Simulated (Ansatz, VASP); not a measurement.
# BN in VASP and in Ansatz

The input INCAR:

```
SYSTEM = BN
PREC = Accurate ; ENCUT = 520
EDIFF = 1E-7 ; ISMEAR = 0
SIGMA = 0.05 ; LREAL = .FALSE.
LASPH = .TRUE. ; NELM = 80
ALGO = Normal ; ISIF = 2
LWAVE = .FALSE. ; LCHARG = .TRUE.
LELF = .TRUE. ; LVHAR = .TRUE.
NBANDS = 36
```

Contents of KPOINTS:

```
Automatic mesh
0
G
  10 10 2
  0 0 0
```

The input POSCAR:

```
BN
1.0
   -2.5539396017      0.0000000000      0.0000000000
    1.2769698009     -2.2117765748      0.0000000000
    0.0000000000      0.0000000000     13.6805650000
B N
6 6
Direct
    0.3333333333      0.6666666667      0.2122992373
    0.3333333333      0.6666666667      0.5212671052
    0.3333333333      0.6666666667      0.8302349731
    0.6666666667      0.3333333333      0.0578153033
    0.6666666667      0.3333333333      0.3667831712
    0.6666666667      0.3333333333      0.6757510392
    0.3333333333      0.6666666667      0.0966068371
    0.3333333333      0.6666666667      0.4055747050
    0.3333333333      0.6666666667      0.7145425729
    0.6666666667      0.3333333333      0.8690265069
    0.6666666667      0.3333333333      0.2510907710
    0.6666666667      0.3333333333      0.5600586390
```

Input for Ansatz:

```yaml
crystal:
  lattice:
    - [-2.5539396017, 0.0, 0.0]
    - [1.2769698009, -2.2117765748, 0.0]
    - [0.0, 0.0, 13.680565]
  atoms:
    - { symbol: B, position: [0.3333333333, 0.6666666667, 0.2122992373] }
    - { symbol: B, position: [0.3333333333, 0.6666666667, 0.5212671052] }
    - { symbol: B, position: [0.3333333333, 0.6666666667, 0.8302349731] }
    - { symbol: B, position: [0.6666666667, 0.3333333333, 0.0578153033] }
    - { symbol: B, position: [0.6666666667, 0.3333333333, 0.3667831712] }
    - { symbol: B, position: [0.6666666667, 0.3333333333, 0.6757510392] }
    - { symbol: "N", position: [0.3333333333, 0.6666666667, 0.0966068371] }
    - { symbol: "N", position: [0.3333333333, 0.6666666667, 0.405574705] }
    - { symbol: "N", position: [0.3333333333, 0.6666666667, 0.7145425729] }
    - { symbol: "N", position: [0.6666666667, 0.3333333333, 0.8690265069] }
    - { symbol: "N", position: [0.6666666667, 0.3333333333, 0.251090771] }
    - { symbol: "N", position: [0.6666666667, 0.3333333333, 0.560058639] }
basis:
  ecutwfc: 420
kpoints:
  mp_grid: { grid: [10, 10, 2] }
hamiltonian:
  xc: lda
scf:
  occupations: { method: gaussian, width: 0.05 }
output:
  forces: true
  stress: true
  eigenvalues: true
```

Alike in both runs: task single point; functional LDA; k mesh 10 × 10 × 2; occupations gaussian, width 0.05 eV; no spin polarisation.

```csv
,VASP,Ansatz
version,VASP 6.6.1,Ansatz 0.2.0
potentials or method,"VASP PAW LDA potentials, release 64 (B, N), cutoff 520 eV","scalar-relativistic, plane waves, PAW"
valence electrons in the cell,48,48
```

|  | VASP | Ansatz | Ansatz less VASP |
| --- | --- | --- | --- |
| gap on the k mesh at the Fermi level (eV) | 1.28 | 1.27 | -0.006 |
| least direct gap on the mesh (eV) | 1.65 | 1.64 | -0.008 |
| pressure (GPa) | -17.8 | -18.6 | -0.72 |
| traceless stress, the component that is largest in VASP (GPa) | -8.99 | -8.90 | +0.098 |
| rms of the force components (eV/Å) | 0.741 | 0.742 | +0.0005 |

LDA's correlation is that of Perdew and Zunger in VASP and of Perdew and Wang (1992) in Ansatz. Atom by atom the forces differ by 0.008 eV/Å (rms over components).
